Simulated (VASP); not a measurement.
# Co (P6_3/mmc) in VASP: further runs, part 2 of 2

VASP 6.6.1. The steps go on from the part before.

## Step 4: Single point, PBE, collinear spin, ferromagnetic start

This run uses another cell than the first one, of 9.95 Å³/atom, 0.917 times its volume.

The input, INCAR:

```
SYSTEM = Co
PREC = Accurate ; ENCUT = 520
EDIFF = 1E-6 ; ISMEAR = 0
SIGMA = 0.15 ; LREAL = .FALSE.
LASPH = .TRUE. ; NELM = 150
ALGO = Normal ; ISIF = 2
LWAVE = .FALSE. ; LCHARG = .FALSE.
ISPIN = 2 ; MAGMOM = 1.65 1.65
LORBIT = 11 ; NUPDOWN = 3.3
LMAXMIX = 4 ; GGA = PE
NBANDS = 20
```

The input, KPOINTS:

```
Automatic mesh
0
G
  24 24 12
  0 0 0
```

The input, POSCAR:

```
Co
1.0
    2.4220163998      0.0000000000      0.0000000000
   -1.2110081999      2.0975277306      0.0000000000
    0.0000000000      0.0000000000      3.9171327130
Co
2
Direct
    0.6666666667      0.3333333333      0.2500000000
    0.3333333333      0.6666666667      0.7500000000
```

Potentials or basis: VASP PAW PBE potentials, release 64 (Co).

The run is started by

```bash
$ cat potpaw_PBE.64/Co/POTCAR > POTCAR
$ mpirun -np 1 vasp_std > vasp.out
```

OUTCAR:

```text
SYSTEM = Co
   PREC = Accurate
   ENCUT = 520
   EDIFF = 1E-6
   ISMEAR = 0
   LREAL = .FALSE.
   LASPH = .TRUE.
   NELM = 150
   ISIF = 2
   ISPIN = 2
   LORBIT = 11
   NUPDOWN = 3.3
   GGA = PE

 ion  position               nearest neighbor table
   1  0.667  0.333  0.250-   2 2.41   2 2.41   2 2.41   2 2.41   2 2.41   2 2.41
   2  0.333  0.667  0.750-   1 2.41   1 2.41   1 2.41   1 2.41   1 2.41   1 2.41

  LATTYP: Found a hexagonal cell.
 ALAT       =     2.4220163998
 C/A-ratio  =     1.6173023078

  Lattice vectors:

 A1 = (   2.4220163998,   0.0000000000,   0.0000000000)
 A2 = (  -1.2110081999,   2.0975277306,   0.0000000000)
 A3 = (   0.0000000000,   0.0000000000,   3.9171327130)

Analysis of symmetry for initial positions (statically):
=====================================================================
 Subroutine PRICEL returns:
 Original cell was already a primitive cell.

 Routine SETGRP: Setting up the symmetry group for a
 hexagonal supercell.

 Subroutine GETGRP returns: Found 24 space group operations
 (whereof 12 operations were pure point group operations)
 out of a pool of 24 trial point group operations.

The static configuration has the point symmetry D_3d.
 The point group associated with its full space group is D_6h.

Analysis of symmetry for dynamics (positions and initial velocities):
=====================================================================
 Subroutine PRICEL returns:
 Original cell was already a primitive cell.

 Routine SETGRP: Setting up the symmetry group for a
 hexagonal supercell.

 Subroutine GETGRP returns: Found 24 space group operations
 (whereof 12 operations were pure point group operations)
 out of a pool of 24 trial point group operations.

The dynamic configuration has the point symmetry D_3d.
 The point group associated with its full space group is D_6h.

Analysis of structural, dynamic, and magnetic symmetry:
=====================================================================
 Subroutine PRICEL returns:
 Original cell was already a primitive cell.

 Routine SETGRP: Setting up the symmetry group for a
 hexagonal supercell.

 Subroutine GETGRP returns: Found 24 space group operations
 (whereof 12 operations were pure point group operations)
 out of a pool of 24 trial point group operations.

The overall configuration has the point symmetry D_3d.
 The point group associated with its full space group is D_6h.

 Subroutine INISYM returns: Found 24 space group operations
 (whereof 12 operations are pure point group operations),
 and found     1 'primitive' translations

----------------------------------------------------------------------------------------

                                     Primitive cell

  volume of cell :      19.9000

  direct lattice vectors                    reciprocal lattice vectors
     2.422016400  0.000000000  0.000000000     0.412879120  0.238375871  0.000000000
    -1.211008200  2.097527731  0.000000000     0.000000000  0.476751742  0.000000000
     0.000000000  0.000000000  3.917132713     0.000000000  0.000000000  0.255288772

  length of vectors
     2.422016400  2.422016400  3.917132713     0.476751742  0.476751742  0.255288772

  position of ions in fractional coordinates (direct lattice)
     0.666666667  0.333333333  0.250000000
     0.333333333  0.666666667  0.750000000

  ion indices of the primitive-cell ions
[... 64 lines left out ...]
   NGXF,Y,Z  is equivalent  to a cutoff of  24.71, 24.71, 25.46 a.u.
 SYSTEM =  Co
   PREC   = accura    normal or accurate (medium, high low for compatibility)
   ISTART =      0    job   : 0-new  1-cont  2-samecut
   ICHARG =      2    charge: 1-file 2-atom 10-const
   ISPIN  =      2    spin polarized calculation?
   LNONCOLLINEAR =      F non collinear calculations
   LSORBIT =      F    spin-orbit coupling
   LASPH  =      T    aspherical Exc in radial PAW
   ENCUT  =  520.0 eV  38.22 Ry    6.18 a.u.   4.50  4.50  7.28*2*pi/ulx,y,z
   NELM   =    150;   NELMIN=  2; NELMDL= -5     # of ELM steps
   EDIFF  = 0.1E-05   stopping-criterion for ELM
   LREAL  =      F    real-space projection
   EDIFFG = 0.1E-04   stopping-criterion for IOM
   NSW    =      0    number of steps for IOM
   IBRION =     -1    ionic relax: 0-MD 1-quasi-New 2-CG
   NFREE  =      0    steps in history (QN), initial steepest desc. (CG)
   ISIF   =      2    stress and relaxation
   ISYM   =      2    0-nonsym 1-usesym 2-fastsym
   POTIM  = 0.5000    time-step for ionic-motion
   TEBEG  =    0.0;   TEEND  =   0.0 temperature during run
   PSTRESS=    0.0 pullay stress
   NELECT =      18.0000    total number of electrons
   NUPDOWN=       3.3000    fix difference up-down
   EMIN   =  10.00;   EMAX   =-10.00  energy-range for DOS
   EFERMI =   0.00;   METHOD = LEGACY
   ISMEAR =     0;   SIGMA  =   0.15  broadening in eV -4-tet -1-fermi 0-gaus
   EFERMI_NEDOS =   21; number of points for ismear=-14 and -15
   IALGO  =     38    algorithm
   IMIX   =      4    mixing-type and parameters
     AMIX     =   0.40;   BMIX     =  1.00
     AMIX_MAG =   1.60;   BMIX_MAG =  1.00
  volume/ion in A,a.u.               =       9.95        67.15
  Fermi-wavevector in a.u.,A,eV,Ry     =   1.583244  2.991898 34.105220  2.506663
  Thomas-Fermi vector in A             =   2.683045
   LORBIT       =     11    0 simple, 1 ext, 2 COOP (PROOUT), +10 PAW based schemes
   GGA     = PE    functional components
   LHFCALC =     F    Hartree Fock is set to
   AEXX    =    0.0000 exact exchange contribution
   IVDW    =     0    specifies the selected vdW correction
   LEPSILON=     F    determine dielectric tensor
   LRPA    =     F    only Hartree local field effects (RPA)
 spin polarized calculation
 Gauss-broadening in eV      SIGMA  =   0.15
  energy-cutoff  :      520.00
  volume of cell :       19.90
 maximum number of plane-waves:       555
 NGX is ok and might be reduce to    18
   NGX =  9   NGY =  9   NGZ = 15

 number of electron      17.9999998 magnetization       3.2999999

 Free energy of the ion-electron system (eV)
  ---------------------------------------------------
  ext. energy  EPLUGINS =         0.00000000
  ---------------------------------------------------
  free energy    TOTEN  =       -13.95201289 eV

  energy without entropy =      -13.93461148  energy(sigma->0) =      -13.94331218

 E-fermi :  11.4801     XC(G=0): -13.9221

 val. band max:       11.8599048822   @ k =   0.1250  -0.0000   0.2500
 cond. band min:      11.4806723998   @ k =   0.1250   0.0833   0.0833
 fundamental gap:     -0.3792324824
 Fermi energy:        11.8642649518

 spin component 1

 k-point     1 :       0.0000    0.0000    0.0000
  band No.  band energies     occupation
      1       2.0943      1.00000
      2       5.9502      1.00000
      3       8.7543      1.00000
      4       8.7737      1.00000
      5       8.7737      1.00000
      6       9.1334      1.00000
[... 541 lines left out ...]
     19      35.6917      0.00000
     20      37.5926      0.00000

 [... further k-points ...]

 spin component 2

 k-point     1 :       0.0000    0.0000    0.0000
  band No.  band energies     occupation
      1       2.1423      1.00000
      2       6.9208      1.00000
      3      10.4080      1.00000
      4      10.4363      1.00000
      5      10.4363      1.00000
      6      10.8531      1.00000
[... 541 lines left out ...]
     19      36.1878      0.00000
     20      37.9431      0.00000

 [... further k-points ...]
[... 5 lines left out ...]
  --------------------------------------------------------------------------------------
  -------------------------------------------------------------------------------------
  Total        2.9749470      2.9749470      3.0845654      0.0000000     -0.0000000      0.0000000
  in kB      239.5172189    239.5172189    248.3427539      0.0000000     -0.0000000      0.0000000
  external PRESSURE =     242.4590639 kB  Pullay stress =       0.0000000 kB

 VOLUME and BASIS-vectors are now :
 -----------------------------------------------------------------------------
  energy-cutoff  :      520.00
  volume of cell :       19.90
      direct lattice vectors                 reciprocal lattice vectors
     2.422016400  0.000000000  0.000000000     0.412879120  0.238375871  0.000000000
    -1.211008200  2.097527731  0.000000000     0.000000000  0.476751742  0.000000000
     0.000000000  0.000000000  3.917132713     0.000000000  0.000000000  0.255288772

 POSITION                                       TOTAL-FORCE (eV/Angst)
 -----------------------------------------------------------------------------------
      1.21101      0.69918      0.97928         0.000000      0.000000      0.000000
     -0.00000      1.39835      2.93785        -0.000000     -0.000000      0.000000
 -----------------------------------------------------------------------------------
    total drift:                                0.000000      0.000000     -0.000000

  FREE ENERGIE OF THE ION-ELECTRON SYSTEM (eV)
  ---------------------------------------------------
  free  energy   TOTEN  =       -13.9520128933 eV

  energy  without entropy=      -13.9346114756  energy(sigma->0) =      -13.94331218

 total charge

# of ion       s       p       d       tot
------------------------------------------
    1        0.531   0.606   7.319   8.456
    2        0.531   0.606   7.319   8.456
--------------------------------------------------
tot          1.062   1.213  14.637  16.912

 magnetization (x)

# of ion       s       p       d       tot
------------------------------------------
    1       -0.012  -0.049   1.710   1.649
    2       -0.012  -0.049   1.710   1.649
--------------------------------------------------
tot         -0.024  -0.097   3.421   3.299
```

stdout:

```text
POSCAR found type information on POSCAR Co
 POSCAR found :  1 types and       2 ions
 scaLAPACK will be used
 LDA part: xc-table for (Slater+PW92), standard interpolation
 POSCAR, INCAR and KPOINTS ok, starting setup
 FFT: planning ... GRIDC
 FFT: planning ... GRID_SOFT
 FFT: planning ... GRID
 WAVECAR not read
 entering main loop
```

It took 7.1 min on 1 thread of AMD EPYC 7R13, shared host; peak memory 0.3 GiB.

What came out:

```yaml
Free_energy: -13.9520 eV
Pressure: 24.2 GPa
Net_moment: 3.30 μB per cell
Site_moments: Co +1.65 μB
Valence_electrons_inside_the_program's_atomic_spheres: Co 8.46
```

Stress tensor (GPa, compression positive):
```
23.95  0.00  0.00
 0.00 23.95  0.00
 0.00  0.00 24.83
```

Caveat: the total moment is fixed, so each spin has its own Fermi level.

## Step 5: Single point, PBE, collinear spin, ferromagnetic start

This run uses another cell than the first one, of 12.66 Å³/atom, 1.167 times its volume.

The input, INCAR:

```
SYSTEM = Co
PREC = Accurate
ENCUT = 520
EDIFF = 1E-7
ISMEAR = 0
SIGMA = 0.15
LREAL = .FALSE.
LASPH = .TRUE.
NELM = 150
ALGO = Fast
ISIF = 2
LWAVE = .FALSE.
LCHARG = .FALSE.
ISPIN = 2
MAGMOM = 1.925 1.925
LORBIT = 11
NUPDOWN = 3.85
LMAXMIX = 4
GGA = PE
NBANDS = 20
```

KPOINTS is that of step 4.

The input, POSCAR:

```
Co
1.0
    2.6247115852      0.0000000000      0.0000000000
   -1.3123557926      2.2730669104      0.0000000000
    0.0000000000      0.0000000000      4.2449521042
Co
2
Direct
    0.6666666667      0.3333333333      0.2500000000
    0.3333333333      0.6666666667      0.7500000000
```

The run is started by

```bash
$ cat potpaw_PBE.64/Co/POTCAR > POTCAR
$ mpirun -np 1 vasp_std > vasp.out
```

It took 3.5 min on 1 thread of Intel Xeon 6975P-C (Granite Rapids), shared host; peak memory 0.38 GiB.

Results (log left out):

| Item | Value |
| --- | --- |
| Free energy | -13.7038 eV |
| Pressure | -19.7 GPa |
| Net moment | 3.85 μB per cell |
| Site moments | Co +1.95 μB |
| Valence electrons inside the program's atomic spheres | Co 8.00 |

Stress tensor (GPa, compression positive):
```
-20.26   0.00   0.00
  0.00 -20.26   0.00
  0.00   0.00 -18.60
```

Caveat: the total moment is fixed, so each spin has its own Fermi level.

## Step 6: Single point, PBE, collinear spin, ferromagnetic start

This run uses another cell than the first one, of 12.66 Å³/atom, 1.167 times its volume.

The input, INCAR:

```
SYSTEM = Co
PREC = Accurate ; ENCUT = 520
EDIFF = 1E-7 ; ISMEAR = 0
SIGMA = 0.15 ; LREAL = .FALSE.
LASPH = .TRUE. ; NELM = 150
ALGO = Fast ; ISIF = 2
LWAVE = .FALSE. ; LCHARG = .FALSE.
ISPIN = 2 ; MAGMOM = 2.2 2.2
LORBIT = 11 ; NUPDOWN = 4.4
LMAXMIX = 4 ; GGA = PE
NBANDS = 20
```

The input, KPOINTS:

```
regular mesh
0
G
  24 24 12
  0 0 0
```

POSCAR is that of step 5.

Potentials or basis: VASP PAW PBE potentials, release 64 (Co).

The run is started by

```bash
$ cat potpaw_PBE.64/Co/POTCAR > POTCAR
$ mpirun -np 1 vasp_std > vasp.out
```

Run time: 5.6 min. Hardware: 1 thread of Intel Xeon Platinum 8259CL at 2.50GHz (Skylake/Cascade Lake), shared host; peak memory 0.38 GiB.

Results (log left out):

```
Free energy                                           : -13.3974 eV
Pressure                                              : -15.2 GPa
Net moment                                            : 4.40 μB per cell
Site moments                                          : Co +2.18 μB
Valence electrons inside the program's atomic spheres : Co 7.99
```

Stress tensor (GPa, compression positive):
```
-16.29   0.00   0.00
  0.00 -16.29   0.00
  0.00   0.00 -13.14
```

Caveat: the total moment is fixed, so each spin has its own Fermi level.

## Step 7: The runs side by side

| fixed moment (μB) | cell | pressure (GPa) | moment (μB) |
| --- | --- | --- | --- |
| 1.65 | a = 2.493, b = 2.493, c = 4.032 Å, angles 90.0, 90.0, 120.0°, 2 atoms | -8.8 | 1.65 |
| 0.55 | a = 2.346, b = 2.346, c = 3.795 Å, angles 90.0, 90.0, 120.0°, 2 atoms | 45.0 | 0.55 |
| 3.3 | a = 2.422, b = 2.422, c = 3.917 Å, angles 90.0, 90.0, 120.0°, 2 atoms | 24.2 | 3.30 |
| 3.85 | a = 2.625, b = 2.625, c = 4.245 Å, angles 90.0, 90.0, 120.0°, 2 atoms | -19.7 | 3.85 |
| 4.4 | a = 2.625, b = 2.625, c = 4.245 Å, angles 90.0, 90.0, 120.0°, 2 atoms | -15.2 | 4.40 |

Alike in all rows: task single point; level PBE; potentials or basis VASP PAW PBE potentials, release 64 (Co); spin collinear, ferromagnetic start; k mesh 24 × 24 × 12; cutoff (eV) 520; smearing gaussian 0.15 eV.

Caveats: the total moment is fixed, so each spin has its own Fermi level.

Absolute energies hang on the potentials; compare differences alone.
